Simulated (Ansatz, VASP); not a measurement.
WS in VASP and in Ansatz

```xyz
2
Lattice="3.0067 0.0000 0.0000 0.0000 3.0067 0.0000 0.0000 0.0000 3.0067" Properties=species:S:1:pos:R:3 pbc="T T T"
W     0.0000    0.0000    0.0000
S     1.5034    1.5034    1.5034
```

Alike in both runs: functional PBE; k mesh 6 × 6 × 6; occupations gaussian, width 0.1 eV; no spin polarisation.

Ansatz relaxed the structure, and its values are those at the end. VASP's run is a single point on that final structure, the one shown.

|  | VASP | Ansatz |
| --- | --- | --- |
| version | VASP 6.6.1 | Ansatz 0.2.0 |
| potentials or method | VASP PAW PBE potentials, release 64 (W_sv, S), cutoff 520 eV | scalar-relativistic, plane waves, PAW |
| valence electrons in the cell | 20 | 20 |

Ansatz gave:

```
gap on the k mesh at the Fermi level (eV) : none
pressure (GPa)                            : 0.0
```

Q: Estimate VASP's values.

A: gap on the k mesh at the Fermi level (eV): none; pressure (GPa): 0.4.

A gap of «none» marks a metal or a gap that the smearing closes.

Spin-orbit coupling is off throughout.
